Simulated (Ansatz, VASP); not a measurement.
NaScSe2 in VASP and in Ansatz

```
Na Se Sc
1.0
     3.93079    0.00000    0.00000
     0.00000    3.93079    0.00000
     0.00000    0.00000   11.46077
Na Se Sc
2 4 2
Direct
  0.50000 0.00000 0.88803
  0.00000 0.50000 0.11197
  0.50000 0.00000 0.15131
  0.00000 0.50000 0.39442
  0.50000 0.00000 0.60558
  0.00000 0.50000 0.84869
  0.50000 0.00000 0.36115
  0.00000 0.50000 0.63885
```

Alike in both runs: task single point; functional PBE; k mesh 6 × 6 × 2; no spin polarisation.

```csv
,VASP,Ansatz
version,VASP 6.6.1,Ansatz 0.2.0
potentials or method,"VASP PAW PBE potentials, release 64 (Na_pv, Se, Sc_sv)","plane waves, PAW"
plane-wave cutoff (eV),520,420
occupations,"gaussian, width 0.01 eV",fixed
valence electrons in the cell,60,104
```

VASP gave:

```
gap on the k mesh at the Fermi level (eV) : 0.10
pressure (GPa)                            : 3.9
rms of the force components (eV/Å)        : 0.182
```

Problem. What did Ansatz give for the same quantities?

Solution. gap on the k mesh at the Fermi level (eV): 0.11; pressure (GPa): 3.7; rms of the force components (eV/Å): 0.169.

VASP's potentials hold 60 valence electrons a cell and Ansatz's 104, so a difference there can come from the potentials and not from the codes.
